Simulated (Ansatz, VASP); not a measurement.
# Pd in VASP and in Ansatz

Contents of INCAR:

```
SYSTEM = Pd
  PREC = Accurate
  ENCUT = 520
  EDIFF = 1E-6
  ISMEAR = 0
  SIGMA = 0.15
  LREAL = .False.
  LASPH = .True.
  NELM = 80
  ALGO = Fast
  ISIF = 2
  LWAVE = .False.
  LCHARG = .False.
  GGA = PS
  NBANDS = 11
```

The input KPOINTS:

```
Automatic mesh
0
Gamma
  20 20 20
  0 0 0
```

Contents of POSCAR:

```
Pd
1.0
    0.0000000000      1.9935225000      1.9935225000
    1.9935225000      0.0000000000      1.9935225000
    1.9935225000      1.9935225000      0.0000000000
Pd
1
Direct
    0.0000000000      0.0000000000      0.0000000000
```

Input for Ansatz:

```yaml
crystal:
  lattice:
    - [0.0, 1.9935225, 1.9935225]
    - [1.9935225, 0.0, 1.9935225]
    - [1.9935225, 1.9935225, 0.0]
  atoms:
    - { symbol: Pd, position: [0.0, 0.0, 0.0] }
basis:
  ecutwfc: 420
kpoints:
  mp_grid: { grid: [20, 20, 20] }
hamiltonian:
  xc: pbesol
scf:
  occupations: { method: gaussian, width: 0.15 }
output:
  forces: true
  stress: true
  eigenvalues: true
  write_density: true
  write_potential: true
  elf: true
  volumetric_format: npy
```

Change from the starting cell: strain +0.025 along x and y, +0.025 along z, atoms carried along.

Alike in both runs: task single point; functional PBEsol; k mesh 20 × 20 × 20; occupations gaussian, width 0.15 eV; no spin polarisation.

|  | VASP | Ansatz |
| --- | --- | --- |
| version | VASP 6.6.1 | Ansatz 0.2.0 |
| potentials or method | VASP PAW PBE potentials, release 64 (Pd), cutoff 520 eV | scalar-relativistic, plane waves, PAW |
| valence electrons in the cell | 10 | 18 |

Ansatz gave:

```
gap on the k mesh at the Fermi level (eV) : none
pressure (GPa)                            : -13.7
```

Q: Which values does VASP return?

A: gap on the k mesh at the Fermi level (eV): none; pressure (GPa): -13.8.

VASP's potentials were made for PBE, not for PBEsol. A gap of «none» marks a metal or a gap that the smearing closes. VASP's potentials hold 10 valence electrons a cell and Ansatz's 18, so a difference there can come from the potentials and not from the codes.
